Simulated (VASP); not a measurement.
Ge: single point with PBE

Ge:

```
Ge
1.0
     2.63603    0.00000    0.00000
     0.00000    2.63603    0.00000
     0.00000    0.00000    2.63603
Ge
1
Direct
  0.00000 0.00000 0.00000
```

This cell differs from its parent crystal: volume scaled by 0.92.

* Program: VASP 6.6.1
* Task: single point
* Functional: PBE
* Potentials or basis: VASP PAW PBE potentials, release 64 (Ge_d)
* Cutoff: 520 eV
* k mesh: 15 × 15 × 15
* Occupations: fermi-dirac, width 0.08 eV
* Spin: no spin polarisation
* Dipole correction: no
* Further INCAR settings: ALGO = Normal; EDIFF = 1e-07; NBANDS = 13

```
Pressure               : 6.8 GPa
Band gap on the k mesh : zero (band 7 reaches 13.86 eV, above the bottom of band 8 at 4.32 eV)
```

Levels at points of the mesh, in eV from the Fermi level:
```tsv
k point	band 5	band 6	band 7	band 8	band 9	band 10
(0.00, 0.00, 0.00)	-24.42	-13.40	7.08	7.08	7.08	10.37
```

Run time: 7.5 s on 1 thread of Intel(R) Xeon(R) 6975P-C (Granite Rapids) (shared host), peak memory 0.14 GiB.
